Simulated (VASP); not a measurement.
**Rh: single point with PBE**

Rh:

```
Rh
1.0
     0.00000    1.93507    1.93507
     1.93507    0.00000    1.93507
     1.93507    1.93507    0.00000
Rh
1
Direct
  0.00000 0.00000 0.00000
```

```
Program             : VASP 6.6.1
Task                : single point
Functional          : PBE
Potentials or basis : VASP PAW PBE potentials, release 64 (Rh_pv)
Cutoff              : 500 eV
k mesh              : 13 × 13 × 13
Occupations         : fermi-dirac, width 0.1 eV
Spin                : no spin polarisation
```

```
Pressure : -6.9 GPa
```

Levels at points of the mesh, in eV from the Fermi level:
```
           k point  band 5  band 6  band 7  band 8  band 9  band 10
(0.00, 0.00, 0.00)   -2.83   -2.83   -2.83   -0.91   -0.91    16.02
```

Wall time 20 s on 1 thread of Intel Xeon 8259CL, with other jobs on the host, peak memory 0.14 GiB.
